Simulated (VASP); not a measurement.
# CdSe (Fm-3m) in VASP: notebook, part 3 of 3

VASP 6.6.1. The steps go on from the part before.

### Step 5. Single point, PBEsol (volume scaled by 0.840)

Input file INCAR:

```
SYSTEM = CdSe
PREC = Accurate
ENCUT = 520
EDIFF = 1E-7
ISMEAR = 0
SIGMA = 0.05
LREAL = .FALSE.
LASPH = .TRUE.
NELM = 80
ALGO = Normal
ISIF = 2
LWAVE = .FALSE.
LCHARG = .FALSE.
GGA = PS
NBANDS = 16
```

Input file KPOINTS:

```
regular mesh
0
G
  12 12 12
  0 0 0
```

Input file POSCAR:

```
CdSe
1.0
    0.0000000000      2.6539314672      2.6539314672
    2.6539314672      0.0000000000      2.6539314672
    2.6539314672      2.6539314672      0.0000000000
Cd Se
1 1
Direct
    0.0000000000      0.0000000000      0.0000000000
    0.5000000000      0.5000000000      0.5000000000
```

Potentials or basis: VASP PAW PBE potentials, release 64 (Cd, Se).

On the command line:

```
cat potpaw_PBE.64/Cd/POTCAR potpaw_PBE.64/Se/POTCAR > POTCAR
mpirun -np 1 vasp_std > vasp.out
```

OUTCAR:

```text
SYSTEM = CdSe
   PREC = Accurate
   ENCUT = 520
   EDIFF = 1E-7
   ISMEAR = 0
   LREAL = .FALSE.
   LASPH = .TRUE.
   NELM = 80
   ISIF = 2
   GGA = PS

 ion  position               nearest neighbor table
   1  0.000  0.000  0.000-   2 2.65   2 2.65   2 2.65   2 2.65   2 2.65   2 2.65
   2  0.500  0.500  0.500-   1 2.65   1 2.65   1 2.65   1 2.65   1 2.65   1 2.65

  LATTYP: Found a face centered cubic cell.
 ALAT       =     5.3078629344

  Lattice vectors:

 A1 = (   0.0000000000,   2.6539314672,   2.6539314672)
 A2 = (   2.6539314672,   0.0000000000,   2.6539314672)
 A3 = (   2.6539314672,   2.6539314672,   0.0000000000)

Analysis of symmetry for initial positions (statically):
=====================================================================
 Subroutine PRICEL returns:
 Original cell was already a primitive cell.

 Routine SETGRP: Setting up the symmetry group for a
 face centered cubic supercell.

 Subroutine GETGRP returns: Found 48 space group operations
 (whereof 48 operations were pure point group operations)
 out of a pool of 48 trial point group operations.

The static configuration has the point symmetry O_h .

Analysis of symmetry for dynamics (positions and initial velocities):
=====================================================================
 Subroutine PRICEL returns:
 Original cell was already a primitive cell.

 Routine SETGRP: Setting up the symmetry group for a
 face centered cubic supercell.

 Subroutine GETGRP returns: Found 48 space group operations
 (whereof 48 operations were pure point group operations)
 out of a pool of 48 trial point group operations.

The dynamic configuration has the point symmetry O_h .

 Subroutine INISYM returns: Found 48 space group operations
 (whereof 48 operations are pure point group operations),
 and found     1 'primitive' translations

----------------------------------------------------------------------------------------

                                     Primitive cell

  volume of cell :      37.3851

  direct lattice vectors                    reciprocal lattice vectors
     0.000000000  2.653931467  2.653931467    -0.188399741  0.188399741  0.188399741
     2.653931467  0.000000000  2.653931467     0.188399741 -0.188399741  0.188399741
     2.653931467  2.653931467  0.000000000     0.188399741  0.188399741 -0.188399741

  length of vectors
     3.753225875  3.753225875  3.753225875     0.326317923  0.326317923  0.326317923

  position of ions in fractional coordinates (direct lattice)
     0.000000000  0.000000000  0.000000000
     0.500000000  0.500000000  0.500000000

  ion indices of the primitive-cell ions
   primitive index   ion index
                 1           1
                 2           2

----------------------------------------------------------------------------------------

 KPOINTS: regular mesh

Automatic generation of k-mesh.
 Grid dimensions read from file:
 generate k-points for:   12   12   12

 Generating k-lattice:

  Cartesian coordinates                     Fractional coordinates (reciprocal lattice)
    -0.015699978  0.015699978  0.015699978     0.083333333  0.000000000  0.000000000
     0.015699978 -0.015699978  0.015699978     0.000000000  0.083333333  0.000000000
     0.015699978  0.015699978 -0.015699978     0.000000000  0.000000000  0.083333333

  Length of vectors
     0.027193160  0.027193160  0.027193160

  Shift w.r.t. Gamma in fractional coordinates (k-lattice)
     0.000000000  0.000000000  0.000000000

 Subroutine IBZKPT returns following result:
 ===========================================

 Found     72 irreducible k-points:

 Following reciprocal coordinates:
            Coordinates               Weight
  0.000000  0.000000  0.000000      1.000000
  0.083333  0.000000  0.000000      8.000000
  0.166667  0.000000  0.000000      8.000000
  0.250000  0.000000  0.000000      8.000000
  0.333333  0.000000  0.000000      8.000000
  0.416667  0.000000  0.000000      8.000000
[... 16 lines left out ...]
  0.500000  0.166667  0.000000     24.000000
 -0.416667  0.166667  0.000000     24.000000
 [... further k-points ...]
   k-points           NKPTS =     72   k-points in BZ     NKDIM =     72   number of bands    NBANDS=     16
   number of dos      NEDOS =    301   number of ions     NIONS =      2
   total plane-waves  NPLWV =  21952
   dimension x,y,z NGX =    28 NGY =   28 NGZ =   28
   dimension x,y,z NGXF=    56 NGYF=   56 NGZF=   56
   ions per type =               1   1
   NGX,Y,Z   is equivalent  to a cutoff of  12.40, 12.40, 12.40 a.u.
   NGXF,Y,Z  is equivalent  to a cutoff of  24.80, 24.80, 24.80 a.u.
 SYSTEM =  CdSe
   PREC   = accura    normal or accurate (medium, high low for compatibility)
   ISTART =      0    job   : 0-new  1-cont  2-samecut
   ICHARG =      2    charge: 1-file 2-atom 10-const
   ISPIN  =      1    spin polarized calculation?
   LNONCOLLINEAR =      F non collinear calculations
   LSORBIT =      F    spin-orbit coupling
   LASPH  =      T    aspherical Exc in radial PAW
   ENCUT  =  520.0 eV  38.22 Ry    6.18 a.u.   6.98  6.98  6.98*2*pi/ulx,y,z
   NELM   =     80;   NELMIN=  2; NELMDL= -5     # of ELM steps
   EDIFF  = 0.1E-06   stopping-criterion for ELM
   LREAL  =      F    real-space projection
   EDIFFG = 0.1E-05   stopping-criterion for IOM
   NSW    =      0    number of steps for IOM
   IBRION =     -1    ionic relax: 0-MD 1-quasi-New 2-CG
   NFREE  =      0    steps in history (QN), initial steepest desc. (CG)
   ISIF   =      2    stress and relaxation
   ISYM   =      2    0-nonsym 1-usesym 2-fastsym
   POTIM  = 0.5000    time-step for ionic-motion
   TEBEG  =    0.0;   TEEND  =   0.0 temperature during run
   PSTRESS=    0.0 pullay stress
   NELECT =      18.0000    total number of electrons
   NUPDOWN=      -1.0000    fix difference up-down
   EMIN   =  10.00;   EMAX   =-10.00  energy-range for DOS
   EFERMI =   0.00;   METHOD = LEGACY
   ISMEAR =     0;   SIGMA  =   0.05  broadening in eV -4-tet -1-fermi 0-gaus
   EFERMI_NEDOS =   21; number of points for ismear=-14 and -15
   IALGO  =     38    algorithm
   IMIX   =      4    mixing-type and parameters
     AMIX     =   0.40;   BMIX     =  1.00
     AMIX_MAG =   1.60;   BMIX_MAG =  1.00
  volume/ion in A,a.u.               =      18.69       126.14
  Fermi-wavevector in a.u.,A,eV,Ry     =   1.283116  2.424738 22.400455  1.646387
  Thomas-Fermi vector in A             =   2.415388
   LORBIT       =      0    0 simple, 1 ext, 2 COOP (PROOUT), +10 PAW based schemes
   GGA     = PS    functional components
   LHFCALC =     F    Hartree Fock is set to
   AEXX    =    0.0000 exact exchange contribution
   IVDW    =     0    specifies the selected vdW correction
   LEPSILON=     F    determine dielectric tensor
   LRPA    =     F    only Hartree local field effects (RPA)
 non-spin polarized calculation
 Gauss-broadening in eV      SIGMA  =   0.05
  energy-cutoff  :      520.00
  volume of cell :       37.39
 maximum number of plane-waves:      1036
   NGX = 13   NGY = 13   NGZ = 13

 number of electron      17.9999999 magnetization

 Free energy of the ion-electron system (eV)
  ---------------------------------------------------
  ext. energy  EPLUGINS =         0.00000000
  ---------------------------------------------------
  free energy    TOTEN  =        -5.60070801 eV

  energy without entropy =       -5.59970447  energy(sigma->0) =       -5.60020624

 E-fermi :   4.5820     XC(G=0): -11.3697

 val. band max:        4.5167896198   @ k =  -0.4167   0.0833   0.0000
 cond. band min:       4.5875205823   @ k =  -0.2500   0.1667   0.0000
 fundamental gap:      0.0707309625
 Fermi energy:         4.5820081142

 k-point     1 :       0.0000    0.0000    0.0000
  band No.  band energies     occupation
      1     -10.1557      2.00000
      2      -4.0168      2.00000
      3      -4.0168      2.00000
      4      -3.9957      2.00000
      5      -3.9957      2.00000
      6      -3.9957      2.00000
[... 8 lines left out ...]
     15      15.4996      0.00000
     16      15.4996      0.00000

 k-point     2 :       0.0833    0.0000    0.0000
  band No.  band energies     occupation
      1     -10.0774      2.00000
      2      -4.0482      2.00000
      3      -4.0482      2.00000
      4      -4.0079      2.00000
      5      -3.9796      2.00000
      6      -3.9796      2.00000
[... 8 lines left out ...]
     15      14.7537      0.00000
     16      14.8151      0.00000
[... 387 lines left out ...]
      5      -3.6999      2.00000
      6      -3.6985      2.00000
[... 8 lines left out ...]
     15      18.3470      0.00000
     16      18.5990      0.00000

 k-point    24 :      -0.4167    0.1667    0.0000
  band No.  band energies     occupation
      1      -8.6178      2.00000
      2      -4.4158      2.00000
      3      -4.4017      2.00000
      4      -4.1977      2.00000
      5      -3.7199      2.00000
      6      -3.6623      2.00000
[... 8 lines left out ...]
     15      17.0052      0.00000
     16      17.9593      0.00000

 [... further k-points ...]
[... 5 lines left out ...]
  --------------------------------------------------------------------------------------
  -------------------------------------------------------------------------------------
  Total        4.6694592      4.6694592      4.6694592      0.0000000      0.0000000      0.0000000
  in kB      200.1142711    200.1142711    200.1142711      0.0000000      0.0000000      0.0000000
  external PRESSURE =     200.1142711 kB  Pullay stress =       0.0000000 kB

 VOLUME and BASIS-vectors are now :
 -----------------------------------------------------------------------------
  energy-cutoff  :      520.00
  volume of cell :       37.39
      direct lattice vectors                 reciprocal lattice vectors
     0.000000000  2.653931467  2.653931467    -0.188399741  0.188399741  0.188399741
     2.653931467  0.000000000  2.653931467     0.188399741 -0.188399741  0.188399741
     2.653931467  2.653931467  0.000000000     0.188399741  0.188399741 -0.188399741

 POSITION                                       TOTAL-FORCE (eV/Angst)
 -----------------------------------------------------------------------------------
      0.00000      0.00000      0.00000         0.000000     -0.000000      0.000000
      2.65393      2.65393      2.65393        -0.000000      0.000000     -0.000000
 -----------------------------------------------------------------------------------
    total drift:                               -0.000000      0.000000      0.000000

  FREE ENERGIE OF THE ION-ELECTRON SYSTEM (eV)
  ---------------------------------------------------
  free  energy   TOTEN  =        -5.6007080143 eV

  energy  without entropy=       -5.5997044746  energy(sigma->0) =       -5.60020624
```

OSZICAR:

```text
N       E                     dE             d eps       ncg     rms          rms(c)
DAV:   1     0.107801971455E+03    0.10780E+03   -0.94013E+03  2392   0.107E+03
DAV:   2    -0.266188638791E+01   -0.11046E+03   -0.10414E+03  2792   0.261E+02
DAV:   3    -0.600056716804E+01   -0.33387E+01   -0.33335E+01  2784   0.469E+01
DAV:   4    -0.600891575638E+01   -0.83486E-02   -0.83483E-02  2832   0.237E+00
DAV:   5    -0.600894342571E+01   -0.27669E-04   -0.27670E-04  2832   0.124E-01    0.928E+00
DAV:   6    -0.562995727961E+01    0.37899E+00   -0.55248E-01  3216   0.118E+01    0.719E+00
DAV:   7    -0.560269753519E+01    0.27260E-01   -0.14807E-01  2864   0.297E+00    0.295E+00
DAV:   8    -0.560104159719E+01    0.16559E-02   -0.20146E-02  2544   0.191E+00    0.312E-01
DAV:   9    -0.560072877384E+01    0.31282E-03   -0.17996E-03  2928   0.668E-01    0.387E-02
DAV:  10    -0.560070333403E+01    0.25440E-04   -0.14599E-04  2848   0.172E-01    0.225E-02
DAV:  11    -0.560070893046E+01   -0.55964E-05   -0.21122E-05  2856   0.435E-02    0.127E-02
DAV:  12    -0.560070807306E+01    0.85740E-06   -0.43387E-06  2808   0.306E-02    0.439E-03
DAV:  13    -0.560070801431E+01    0.58757E-07   -0.56482E-07  2544   0.559E-03
   1 F= -.56007080E+01 E0= -.56002062E+01  d E =-.100354E-02
```

Wall time 71 s (1 thread of AMD EPYC 7R13, shared host); peak memory 0.16 GiB.

What came out:

```
Free energy            : -5.6007 eV
Pressure               : 20.0 GPa
Band gap on the k mesh : zero (band 9 reaches 4.59 eV, above the bottom of band 10 at 3.92 eV)
```

Levels at points of the mesh, in eV from the Fermi level:
| k point | band 6 | band 7 | band 8 | band 9 | band 10 | band 11 | band 12 | band 13 |
| --- | --- | --- | --- | --- | --- | --- | --- | --- |
| (0.00, 0.00, 0.00) | -8.58 | -1.09 | -1.09 | -1.09 | 1.07 | 8.73 | 8.73 | 8.73 |
| (0.50, 0.00, 0.00) | -8.30 | -6.22 | 0.01 | 0.01 | 2.66 | 5.01 | 5.01 | 7.78 |
| (0.50, 0.50, 0.00) | -7.23 | -5.90 | -3.13 | -3.13 | -0.66 | 4.97 | 11.36 | 12.00 |

Caveat: the PAW data sets were made with another functional, which shifts forces and pressure a little.

### Step 6. Single point, PBEsol (volume scaled by 0.880)

INCAR, as its differences from that of step 5:

```diff
@@ -8,3 +8,3 @@
 LASPH = .TRUE.
-NELM = 80
+NELM = 100
 ALGO = Normal
```

KPOINTS is that of step 5.

Input file POSCAR:

```
CdSe
1.0
    0.0000000000      2.6954058454      2.6954058454
    2.6954058454      0.0000000000      2.6954058454
    2.6954058454      2.6954058454      0.0000000000
Cd Se
1 1
Direct
    0.0000000000      0.0000000000      0.0000000000
    0.5000000000      0.5000000000      0.5000000000
```

Potentials or basis: VASP PAW PBE potentials, release 64 (Cd, Se).

On the command line:

```
cat potpaw_PBE.64/Cd/POTCAR potpaw_PBE.64/Se/POTCAR > POTCAR
mpirun -np 1 vasp_std > vasp.out
```

Wall time 64 s (1 thread of AMD EPYC 7R13, shared host); peak memory 0.16 GiB.

Results (log left out):

| Quantity | Value |
| --- | --- |
| Free energy | -5.7844 eV |
| Pressure | 13.3 GPa |
| Band gap on the k mesh | zero (band 9 reaches 4.04 eV, above the bottom of band 10 at 3.42 eV) |

Levels at points of the mesh, in eV from the Fermi level:
```csv
k point,band 7,band 8,band 9,band 10,band 11,band 12
"(0.00, 0.00, 0.00)",-0.98,-0.98,-0.98,0.83,8.71,8.71
"(0.50, 0.00, 0.00)",-5.96,0.00,0.00,2.73,5.07,5.07
"(0.50, 0.50, 0.00)",-5.50,-2.89,-2.89,-0.62,5.07,11.02
```

Caveat: the PAW data sets were made with another functional, which shifts forces and pressure a little.

### Step 7. The runs side by side

```csv
cell,k mesh,gap on the mesh (eV),pressure (GPa)
"a = 3.978 Å, angles 60.0°, 2 atoms",10 × 10 × 10,none,0.5
"a = 4.030 Å, angles 60.0°, 2 atoms",10 × 10 × 10,none,-2.1
"a = 3.693 Å, angles 60.0°, 2 atoms",12 × 12 × 12,none,28.6
"a = 3.753 Å, angles 60.0°, 2 atoms",12 × 12 × 12,none,20.0
"a = 3.812 Å, angles 60.0°, 2 atoms",12 × 12 × 12,none,13.3
```

Alike in all rows: task single point; level PBEsol; potentials or basis VASP PAW PBE potentials, release 64 (Cd, Se); no spin polarisation; cutoff (eV) 520; smearing gaussian 0.05 eV.

Caveats: the PAW data sets were made with another functional, which shifts forces and pressure a little.

Absolute energies hang on the potentials; compare differences alone.
